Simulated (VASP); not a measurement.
Input of a VASP 6.6.1 run:

File INCAR:

```
SYSTEM = Hg
ALGO = Fast
EDIFF = 1E-7
ENCUT = 520
GGA = PE
ISIF = 2
ISMEAR = 0
IVDW = 12
LASPH = .True.
LCHARG = .False.
LREAL = .False.
LWAVE = .False.
NBANDS = 19
NELM = 60
PREC = Accurate
SIGMA = 0.15
```

File KPOINTS:

```
k-points
0
Gamma
  15 15 8
  0 0 0
```

Contents of POSCAR:

```
Hg
1.0
    3.4640000000      0.0000000000      0.0000000000
   -1.7320000000      2.9999119987      0.0000000000
    0.0000000000      0.0000000000      5.2861746114
Hg
2
Direct
    0.6666666667      0.3333333333      0.7500000000
    0.3333333333      0.6666666667      0.2500000000
```

Potentials or basis: VASP PAW PBE potentials, release 64 (Hg).

Command:

```sh
$ cat potpaw_PBE.64/Hg/POTCAR > POTCAR
$ mpirun -np 1 vasp_std > vasp.out
```

(1) Predict the band gap on the k mesh.

(2) Estimate the pressure.

Results:

(1) zero (band 12 reaches 1.36 eV, above the bottom of band 13 at 0.97 eV).

(2) -0.7 GPa.

Caveat: spin-orbit coupling is left out, which moves the levels of the heavy elements; pairwise dispersion overbinds metals, which lowers pressure and volume.
